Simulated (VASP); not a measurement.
# O: single point with PBE

Crystal: O.

```
O
1.0
     0.00000    2.10755    3.34485
     1.47835    0.00000    3.34485
     1.47835    2.10755    0.00000
O
2
Direct
  0.08710 0.08710 0.91290
  0.91290 0.91290 0.08710
```

```
Program                : VASP 6.6.1
Task                   : single point
Functional             : PBE
Potentials or basis    : VASP PAW PBE potentials, release 64 (O)
Cutoff                 : 520 eV
k mesh                 : 12 × 12 × 12
Occupations            : fermi-dirac, width 0.01 eV
Spin                   : no spin polarisation
Dipole correction      : no
Further INCAR settings : ALGO = Normal; EDIFF = 1e-06; NBANDS = 13
```

| Property | Result |
| --- | --- |
| Pressure | 18.2 GPa |
| Largest force | 5.745 eV/Å |
| Band gap on the k mesh | zero (bands 6 and 7 overlap by 1.76 eV) |

Forces in eV/Å, atoms in the order of the input:
```
O    0.000  0.000  5.745
O    0.000  0.000 -5.745
```

Stress tensor (GPa, compression positive):
```
-1.28  0.00  0.00
 0.00 -6.10  0.00
 0.00  0.00 61.89
```

Levels at points of the mesh, in eV from the Fermi level:
| k point | band 3 | band 4 | band 5 | band 6 | band 7 | band 8 | band 9 | band 10 |
| --- | --- | --- | --- | --- | --- | --- | --- | --- |
| (0.00, 0.00, 0.00) | -9.65 | -6.62 | -6.31 | 0.59 | 1.15 | 9.41 | 12.17 | 15.46 |
| (0.50, 0.00, 0.00) | -9.50 | -7.80 | -6.67 | -1.37 | 0.91 | 10.71 | 13.97 | 15.47 |
| (0.50, 0.50, 0.00) | -7.24 | -6.84 | -6.33 | 1.13 | 1.23 | 8.48 | 9.24 | 14.91 |
| (0.50, 0.00, 0.50) | -9.65 | -7.99 | -7.73 | -0.78 | -0.47 | 11.97 | 12.25 | 13.94 |
| (0.00, 0.50, 0.50) | -9.24 | -8.02 | -6.70 | -2.04 | 0.34 | 10.87 | 11.38 | 16.57 |

It took 2.2 min on 1 thread of Intel Xeon 8259CL (shared host), peak memory 0.18 GiB.

Caveat: the standard files for N, O and F lose accuracy on very short bonds; spin is off for a triplet molecule; the stress differs along the axes, from -6 to 62 GPa; this functional lacks dispersion, which holds the molecules together, so the pressure and a relaxed volume are unreliable; forces of over 1 eV/Å act on the atoms, so gaps and moduli don't describe the material at rest.
